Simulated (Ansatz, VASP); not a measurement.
# LiH: VASP beside Ansatz

The input POSCAR:

```
LiH
1.0
   -0.0520293695      2.1574463007      2.1574463007
    2.1574463007     -0.0520293695      2.1574463007
    2.1574463007      2.1574463007     -0.0520293695
Li H
1 1
Direct
   -0.0018455116     -0.0018455116     -0.0018455116
    0.2518455116      0.2518455116      0.2518455116
```

The input INCAR.step1:

```
SYSTEM = LiH
  ALGO = Normal
  EDIFF = 1E-5
  ENCUT = 520
  GGA = PE
  ISIF = 2
  ISMEAR = 0
  LASPH = .True.
  LCHARG = .False.
  LREAL = .False.
  LWAVE = .True.
  NBANDS = 9
  NELM = 60
  PREC = Accurate
  SIGMA = 0.01
```

INCAR.step2

```
SYSTEM = LiH
  ALGO = Normal
  EDIFF = 1E-6
  ENCUT = 520
  GGA = PE
  HFSCREEN = 0.2079
  ISIF = 2
  ISMEAR = 0
  ISTART = 1
  LASPH = .True.
  LCHARG = .False.
  LHFCALC = .True.
  LREAL = .False.
  LWAVE = .False.
  NBANDS = 9
  NELM = 60
  PREC = Accurate
  PRECFOCK = Normal
  SIGMA = 0.01
```

File KPOINTS:

```
k-points
0
Gamma
  8 8 8
  0 0 0
```

Input for Ansatz:

```yaml
crystal:
  lattice:
    - [-0.0520293695, 2.1574463007, 2.1574463007]
    - [2.1574463007, -0.0520293695, 2.1574463007]
    - [2.1574463007, 2.1574463007, -0.0520293695]
  atoms:
    - { symbol: Li, position: [-0.0018455116, -0.0018455116, -0.0018455116] }
    - { symbol: H, position: [0.2518455116, 0.2518455116, 0.2518455116] }
kpoints:
  mp_grid: { grid: [8, 8, 8] }
  band_path:
    path:
      - [0.0, 0.0, 0.0]
      - [-0.5, -0.5, 0.0]
      - [-0.375, -0.375, 0.25]
      - [-0.375, 0.0, 0.375]
      - [0.0, 0.0, 0.5]
      - [-0.5, -0.25, 0.25]
      - [-0.15, -0.075, 0.425]
      - [0.260417, -0.5, -0.265625]
    npoints: 1
hamiltonian:
  xc: hse06
scf:
  occupations: { method: fixed }
  n_extra_bands: 4
output:
  forces: true
  stress: true
  eigenvalues: true
```

Change from the starting cell: epitaxial_111 strain +3.0%.

Alike in both runs: task single point; functional HSE06; k mesh 8 × 8 × 8; no spin polarisation.

|  | VASP | Ansatz |
| --- | --- | --- |
| version | VASP 6.6.1 | Ansatz 0.2.0 |
| potentials or method | VASP PAW PBE potentials, release 64 (Li_sv, H) | plane waves, PAW |
| plane-wave cutoff (eV) | 520 | 420 |
| occupations | gaussian, width 0.01 eV | fixed |
| valence electrons in the cell | 4 | 4 |

|  | VASP | Ansatz | Ansatz less VASP |
| --- | --- | --- | --- |
| gap on the k mesh at the Fermi level (eV) | 5.11 | 5.11 | -0.001 |

Ansatz's warnings: stress exchange threshold loose, stress scf threshold loose.

Noted on VASP's run: the cutoff is short for stress, so the pressure is rough.
